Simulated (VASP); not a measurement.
# AlP (F-43m) in VASP: a series of runs

Runs on AlP. Level: PBE. Tasks: single point.

Program: VASP 6.6.1. These are calculated values, not measurements. Logs are shortened: lines on timing, memory, paths and dates and some standing lists are left out, and cuts for length are marked.

### 1 The cell of the first run

Symmetry: F-43m, No. 216, cubic system. The conventional cell has a = 4.920 Å, b = 4.920 Å, c = 4.920 Å, α = 90.00°, β = 90.00°, γ = 90.00°. Al (site symmetry -43m) has 4 P at 2.13 Å within 2.8 Å. Within 2.8 Å of P (site symmetry -43m) lie 4 Al at 2.13 Å.

### 2 Single point, PBE

INCAR

```
  PREC = Accurate
  ENCUT = 500
  EDIFF = 1E-6
  ISMEAR = 0
  SIGMA = 0.1
  LREAL = False
  LASPH = True
  NELM = 120
  ALGO = Normal
  ISIF = 2
  LWAVE = False
  LCHARG = False
  GGA = PE
  NBANDS = 11
  GGA_COMPAT = False
```

KPOINTS

```
Automatic mesh
0
Gamma
  6 6 6
```

POSCAR

```
AlP
1.0
    0.0000000000      2.4599111254      2.4599111254
    2.4599111254      0.0000000000      2.4599111254
    2.4599111254      2.4599111254      0.0000000000
Al P
1 1
Direct
    0.0000000000      0.0000000000      0.0000000000
    0.7500000000      0.7500000000      0.7500000000
```

Potentials or basis: VASP PAW PBE potentials, release 64 (Al, P).

The run is started by

```sh
cat potpaw_PBE.64/Al/POTCAR potpaw_PBE.64/P/POTCAR > POTCAR
mpirun -np 1 vasp_std > vasp.out
```

OUTCAR:

```text
PREC = Accurate
   ENCUT = 500
   EDIFF = 1E-6
   ISMEAR = 0
   LREAL = False
   LASPH = True
   NELM = 120
   ISIF = 2
   GGA = PE

 ion  position               nearest neighbor table
   1  0.000  0.000  0.000-   2 2.13   2 2.13   2 2.13   2 2.13
   2  0.750  0.750  0.750-   1 2.13   1 2.13   1 2.13   1 2.13

  LATTYP: Found a face centered cubic cell.
 ALAT       =     4.9198222508

  Lattice vectors:

 A1 = (   0.0000000000,   2.4599111254,   2.4599111254)
 A2 = (   2.4599111254,   0.0000000000,   2.4599111254)
 A3 = (   2.4599111254,   2.4599111254,   0.0000000000)

Analysis of symmetry for initial positions (statically):
=====================================================================
 Subroutine PRICEL returns:
 Original cell was already a primitive cell.

 Routine SETGRP: Setting up the symmetry group for a
 face centered cubic supercell.

 Subroutine GETGRP returns: Found 24 space group operations
 (whereof 24 operations were pure point group operations)
 out of a pool of 48 trial point group operations.

The static configuration has the point symmetry T_d .

Analysis of symmetry for dynamics (positions and initial velocities):
=====================================================================
 Subroutine PRICEL returns:
 Original cell was already a primitive cell.

 Routine SETGRP: Setting up the symmetry group for a
 face centered cubic supercell.

 Subroutine GETGRP returns: Found 24 space group operations
 (whereof 24 operations were pure point group operations)
 out of a pool of 48 trial point group operations.

The dynamic configuration has the point symmetry T_d .

 Subroutine INISYM returns: Found 24 space group operations
 (whereof 24 operations are pure point group operations),
 and found     1 'primitive' translations

----------------------------------------------------------------------------------------

                                     Primitive cell

  volume of cell :      29.7706

  direct lattice vectors                    reciprocal lattice vectors
     0.000000000  2.459911125  2.459911125    -0.203259376  0.203259376  0.203259376
     2.459911125  0.000000000  2.459911125     0.203259376 -0.203259376  0.203259376
     2.459911125  2.459911125  0.000000000     0.203259376  0.203259376 -0.203259376

  length of vectors
     3.478839676  3.478839676  3.478839676     0.352055566  0.352055566  0.352055566

  position of ions in fractional coordinates (direct lattice)
     0.000000000  0.000000000  0.000000000
     0.750000000  0.750000000  0.750000000

  ion indices of the primitive-cell ions
   primitive index   ion index
                 1           1
                 2           2

----------------------------------------------------------------------------------------

 KPOINTS: Automatic mesh

Automatic generation of k-mesh.
 Grid dimensions read from file:
 generate k-points for:    6    6    6

 Generating k-lattice:

  Cartesian coordinates                     Fractional coordinates (reciprocal lattice)
    -0.033876563  0.033876563  0.033876563     0.166666667  0.000000000  0.000000000
     0.033876563 -0.033876563  0.033876563     0.000000000  0.166666667  0.000000000
     0.033876563  0.033876563 -0.033876563     0.000000000  0.000000000  0.166666667

  Length of vectors
     0.058675928  0.058675928  0.058675928

  Shift w.r.t. Gamma in fractional coordinates (k-lattice)
     0.000000000  0.000000000  0.000000000

 Subroutine IBZKPT returns following result:
 ===========================================

 Found     16 irreducible k-points:

 Following reciprocal coordinates:
            Coordinates               Weight
  0.000000  0.000000  0.000000      1.000000
  0.166667  0.000000  0.000000      8.000000
  0.333333  0.000000  0.000000      8.000000
  0.500000  0.000000  0.000000      4.000000
  0.166667  0.166667  0.000000      6.000000
  0.333333  0.166667  0.000000     24.000000
[... 8 lines left out ...]
 -0.333333  0.333333  0.166667     24.000000
 -0.333333  0.500000  0.166667     12.000000
   k-points           NKPTS =     16   k-points in BZ     NKDIM =     16   number of bands    NBANDS=     11
   number of dos      NEDOS =    301   number of ions     NIONS =      2
   total plane-waves  NPLWV =  21952
   dimension x,y,z NGX =    28 NGY =   28 NGZ =   28
   dimension x,y,z NGXF=    56 NGYF=   56 NGZF=   56
   ions per type =               1   1
   NGX,Y,Z   is equivalent  to a cutoff of  13.38, 13.38, 13.38 a.u.
   NGXF,Y,Z  is equivalent  to a cutoff of  26.76, 26.76, 26.76 a.u.
 SYSTEM =  unknown system
   PREC   = accura    normal or accurate (medium, high low for compatibility)
   ISTART =      0    job   : 0-new  1-cont  2-samecut
   ICHARG =      2    charge: 1-file 2-atom 10-const
   ISPIN  =      1    spin polarized calculation?
   LNONCOLLINEAR =      F non collinear calculations
   LSORBIT =      F    spin-orbit coupling
   LASPH  =      T    aspherical Exc in radial PAW
   ENCUT  =  500.0 eV  36.75 Ry    6.06 a.u.   6.34  6.34  6.34*2*pi/ulx,y,z
   NELM   =    120;   NELMIN=  2; NELMDL= -5     # of ELM steps
   EDIFF  = 0.1E-05   stopping-criterion for ELM
   LREAL  =      F    real-space projection
   EDIFFG = 0.1E-04   stopping-criterion for IOM
   NSW    =      0    number of steps for IOM
   IBRION =     -1    ionic relax: 0-MD 1-quasi-New 2-CG
   NFREE  =      0    steps in history (QN), initial steepest desc. (CG)
   ISIF   =      2    stress and relaxation
   ISYM   =      2    0-nonsym 1-usesym 2-fastsym
   POTIM  = 0.5000    time-step for ionic-motion
   TEBEG  =    0.0;   TEEND  =   0.0 temperature during run
   PSTRESS=    0.0 pullay stress
   NELECT =       8.0000    total number of electrons
   NUPDOWN=      -1.0000    fix difference up-down
   EMIN   =  10.00;   EMAX   =-10.00  energy-range for DOS
   EFERMI =   0.00;   METHOD = LEGACY
   ISMEAR =     0;   SIGMA  =   0.10  broadening in eV -4-tet -1-fermi 0-gaus
   EFERMI_NEDOS =   21; number of points for ismear=-14 and -15
   IALGO  =     38    algorithm
   IMIX   =      4    mixing-type and parameters
     AMIX     =   0.40;   BMIX     =  1.00
     AMIX_MAG =   1.60;   BMIX_MAG =  1.00
  volume/ion in A,a.u.               =      14.89       100.45
  Fermi-wavevector in a.u.,A,eV,Ry     =   1.056433  1.996369 15.184800  1.116051
  Thomas-Fermi vector in A             =   2.191669
   LORBIT       =      0    0 simple, 1 ext, 2 COOP (PROOUT), +10 PAW based schemes
   GGA     = PE    functional components
   LHFCALC =     F    Hartree Fock is set to
   AEXX    =    0.0000 exact exchange contribution
   IVDW    =     0    specifies the selected vdW correction
   LEPSILON=     F    determine dielectric tensor
   LRPA    =     F    only Hartree local field effects (RPA)
 non-spin polarized calculation
 Gauss-broadening in eV      SIGMA  =   0.10
  energy-cutoff  :      500.00
  volume of cell :       29.77
 maximum number of plane-waves:       769
 NGX is ok and might be reduce to    28
   NGX = 13   NGY = 13   NGZ = 13

 number of electron       8.0000001 magnetization

 Free energy of the ion-electron system (eV)
  ---------------------------------------------------
  ext. energy  EPLUGINS =         0.00000000
  ---------------------------------------------------
  free energy    TOTEN  =        -8.81019253 eV

  energy without entropy =       -8.81019253  energy(sigma->0) =       -8.81019253

 E-fermi :   8.2898     XC(G=0): -10.4785

 val. band max:        7.9115867950   @ k =   0.0000   0.0000   0.0000
 cond. band min:       8.6677767417   @ k =   0.5000   0.5000   0.0000
 fundamental gap:      0.7561899467
 Fermi energy:         8.2897866813

 k-point     1 :       0.0000    0.0000    0.0000
  band No.  band energies     occupation
      1      -5.6960      2.00000
      2       7.9116      2.00000
      3       7.9116      2.00000
      4       7.9116      2.00000
      5      12.8602      0.00000
      6      12.8602      0.00000
      7      12.8602      0.00000
      8      14.0182      0.00000
      9      17.0195      0.00000
     10      17.0195      0.00000
     11      20.6507      0.00000

 k-point     2 :       0.1667    0.0000    0.0000
  band No.  band energies     occupation
      1      -5.2731      2.00000
      2       5.7047      2.00000
      3       7.5973      2.00000
      4       7.5973      2.00000
      5      12.6632      0.00000
      6      13.4082      0.00000
      7      13.4082      0.00000
      8      15.8385      0.00000
      9      16.2384      0.00000
     10      16.2384      0.00000
     11      20.1540      0.00000

 k-point     3 :       0.3333    0.0000    0.0000
  band No.  band energies     occupation
      1      -4.1148      2.00000
      2       2.4864      2.00000
      3       7.1447      2.00000
      4       7.1447      2.00000
      5      12.1009      0.00000
      6      13.0805      0.00000
      7      13.0805      0.00000
      8      17.2075      0.00000
      9      17.7257      0.00000
     10      17.7257      0.00000
     11      20.7433      0.00000

 k-point     4 :       0.5000    0.0000    0.0000
  band No.  band energies     occupation
      1      -3.1195      2.00000
      2       0.7369      2.00000
      3       6.9713      2.00000
      4       6.9713      2.00000
      5      11.8837      0.00000
      6      12.6566      0.00000
      7      12.6566      0.00000
      8      16.8986      0.00000
      9      20.4331      0.00000
     10      20.4331      0.00000
     11      22.8380      0.00000
[... 127 lines left out ...]
 k-point    14 :       0.5000    0.3333    0.1667
  band No.  band energies     occupation
      1      -3.1630      2.00000
      2       2.6637      2.00000
      3       4.2543      2.00000
      4       5.7080      2.00000
      5      11.7272      0.00000
      6      12.9782      0.00000
      7      14.3707      0.00000
      8      17.4539      0.00000
      9      18.9664      0.00000
     10      21.6109      0.00000
     11      23.6078      0.00000

 k-point    15 :      -0.3333    0.3333    0.1667
  band No.  band energies     occupation
      1      -2.3400      2.00000
      2       1.7133      2.00000
      3       3.7066      2.00000
      4       5.1147      2.00000
      5      11.8929      0.00000
      6      13.4805      0.00000
      7      15.6515      0.00000
      8      16.7038      0.00000
      9      18.6142      0.00000
     10      21.8252      0.00000
     11      23.3782      0.00000

 k-point    16 :      -0.3333    0.5000    0.1667
  band No.  band energies     occupation
      1      -1.9982      2.00000
      2       1.8163      2.00000
      3       3.8421      2.00000
      4       4.1298      2.00000
      5      11.0152      0.00000
      6      12.4913      0.00000
      7      16.7085      0.00000
      8      17.2446      0.00000
      9      21.6251      0.00000
     10      21.7251      0.00000
     11      24.0961      0.00000

------------------------ aborting loop because EDIFF is reached ----------------------------------------

  FORCE on cell =-STRESS in cart. coord.  units (eV):
  Direction    XX          YY          ZZ          XY          YZ          ZX
  --------------------------------------------------------------------------------------
  -------------------------------------------------------------------------------------
  Total       10.2559801     10.2559801     10.2559801     -0.0000000      0.0000000      0.0000000
  in kB      551.9497065    551.9497065    551.9497065     -0.0000000      0.0000000      0.0000000
  external PRESSURE =     551.9497065 kB  Pullay stress =       0.0000000 kB

 VOLUME and BASIS-vectors are now :
 -----------------------------------------------------------------------------
  energy-cutoff  :      500.00
  volume of cell :       29.77
      direct lattice vectors                 reciprocal lattice vectors
     0.000000000  2.459911125  2.459911125    -0.203259376  0.203259376  0.203259376
     2.459911125  0.000000000  2.459911125     0.203259376 -0.203259376  0.203259376
     2.459911125  2.459911125  0.000000000     0.203259376  0.203259376 -0.203259376

 POSITION                                       TOTAL-FORCE (eV/Angst)
 -----------------------------------------------------------------------------------
      0.00000      0.00000      0.00000        -0.000000      0.000000     -0.000000
      3.68987      3.68987      3.68987         0.000000     -0.000000      0.000000
 -----------------------------------------------------------------------------------
    total drift:                               -0.000000     -0.000000     -0.000000

  FREE ENERGIE OF THE ION-ELECTRON SYSTEM (eV)
  ---------------------------------------------------
  free  energy   TOTEN  =        -8.8101925336 eV

  energy  without entropy=       -8.8101925327  energy(sigma->0) =       -8.81019253
```

Run time: 10 s. Hardware: 1 thread of Intel Xeon Platinum 8375C at 2.90GHz (Ice Lake), shared host; peak memory 0.14 GiB.

What came out:

* Free energy: -8.8102 eV
* Pressure: 55.2 GPa
* Band gap on the k mesh: 0.76 eV (least direct gap 3.57 eV)

Levels at points of the mesh, in eV from the valence-band top:
```tsv
k point	band 1	band 2	band 3	band 4	band 5	band 6	band 7	band 8
(0.00, 0.00, 0.00)	-13.61	0.00	0.00	0.00	4.95	4.95	4.95	6.11
(0.50, 0.00, 0.00)	-11.03	-7.17	-0.94	-0.94	3.97	4.74	4.74	8.99
(0.50, 0.50, 0.00)	-10.00	-6.56	-2.81	-2.81	0.76	2.18	13.18	13.18
```

Caveat: the cell stands under pressure. A k mesh can miss the band edges.

### 3 Single point, PBE

This run uses another cell than the first one, of 20.88 Å³/atom.

INCAR

```
SYSTEM = AlP
  PREC = Accurate
  ENCUT = 500
  EDIFF = 1E-6
  ISMEAR = 0
  SIGMA = 0.1
  LREAL = .False.
  LASPH = .True.
  NELM = 120
  ALGO = Normal
  ISIF = 2
  LWAVE = .False.
  LCHARG = .False.
  GGA = PE
  NBANDS = 11
  GGA_COMPAT = .False.
```

KPOINTS

```
Automatic mesh
0
Gamma
  8 8 8
  0 0 0
```

POSCAR

```
AlP
1.0
    0.0000000000      2.7535941969      2.7535941969
    2.7535941969      0.0000000000      2.7535941969
    2.7535941969      2.7535941969      0.0000000000
Al P
1 1
Direct
    0.0000000000      0.0000000000      0.0000000000
    0.7500000000      0.7500000000      0.7500000000
```

Potentials or basis: VASP PAW PBE potentials, release 64 (Al, P).

The run is started by

```sh
cat potpaw_PBE.64/Al/POTCAR potpaw_PBE.64/P/POTCAR > POTCAR
mpirun -np 1 vasp_std > vasp.out
```

It took 18 s on 1 thread of Intel Xeon Platinum 8375C at 2.90GHz (Ice Lake), shared host; peak memory 0.15 GiB.

Results (log left out):

```
Free energy            : -10.3768 eV
Pressure               : -0.1 GPa
Band gap on the k mesh : 1.63 eV (least direct gap 3.09 eV)
```

Levels at points of the mesh, in eV from the valence-band top:
```tsv
k point	band 1	band 2	band 3	band 4	band 5	band 6	band 7	band 8	band 9
(0.00, 0.00, 0.00)	-11.36	0.00	0.00	0.00	3.09	4.53	4.53	4.53	8.81
(0.50, 0.00, 0.00)	-9.74	-5.41	-0.75	-0.75	2.72	4.81	4.81	8.20	11.45
(0.50, 0.50, 0.00)	-9.11	-5.22	-2.05	-2.05	1.63	2.47	10.85	10.85	11.78
```

A k mesh can miss the band edges.
